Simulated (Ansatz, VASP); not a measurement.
**Two plane-wave programs on Si**

INCAR

```
PREC = Accurate
ENCUT = 520
EDIFF = 1E-7
ISMEAR = 0
SIGMA = 0.05
LREAL = False
LASPH = True
NELM = 60
ALGO = Normal
ISIF = 2
LWAVE = False
LCHARG = True
GGA = PE
LELF = True
LVHAR = True
NBANDS = 16
```

File KPOINTS:

```
regular mesh
0
Gamma
  12 12 6
```

The input POSCAR:

```
Si
1.0
    3.7261315656      0.0000000000      0.0000000000
   -1.8630657828      3.2269245936      0.0000000000
    0.0000000000      0.0000000000      6.7986996546
Si
4
Direct
    0.3333333333      0.6666666667      0.0393645135
    0.6666666667      0.3333333333      0.5393645135
    0.3333333333      0.6666666667      0.4606354865
    0.6666666667      0.3333333333      0.9606354865
```

Input for Ansatz:

```yaml
crystal:
  lattice:
    - [3.7261315656, 0.0, 0.0]
    - [-1.8630657828, 3.2269245936, 0.0]
    - [0.0, 0.0, 6.7986996546]
  atoms:
    - { symbol: Si, position: [0.3333333333, 0.6666666667, 0.0393645135] }
    - { symbol: Si, position: [0.6666666667, 0.3333333333, 0.5393645135] }
    - { symbol: Si, position: [0.3333333333, 0.6666666667, 0.4606354865] }
    - { symbol: Si, position: [0.6666666667, 0.3333333333, 0.9606354865] }
basis:
  ecutwfc: 420
kpoints:
  mp_grid: { grid: [12, 12, 6] }
hamiltonian:
  xc: pbe
  pseudopotentials: { kind: paw, azcp: { folder: soft_1 } }
scf:
  occupations: { method: gaussian, width: 0.05 }
output:
  forces: true
  stress: true
  eigenvalues: true
```

Alike in both runs: task single point; functional PBE; k mesh 12 × 12 × 6; occupations gaussian, width 0.05 eV; no spin polarisation.

```csv
,VASP,Ansatz
version,VASP 6.6.1,Ansatz 0.2.0
potentials or method,"VASP PAW PBE potentials, release 64 (Si), cutoff 520 eV","scalar-relativistic, plane waves, PAW"
valence electrons in the cell,16,16
```

```tsv
	VASP	Ansatz	Ansatz less VASP
gap on the k mesh at the Fermi level (eV)	none	none	-
pressure (GPa)	7.8	7.9	+0.09
traceless stress, the component that is largest in VASP (GPa)	-16.08	-16.11	-0.025
rms of the force components (eV/Å)	1.278	1.279	+0.0013
```

Atom by atom the forces differ by 0.001 eV/Å (rms over components). A gap of «none» marks a metal or a gap that the smearing closes. With one functional, cell and mesh, what is left measures potentials, basis and numerics.
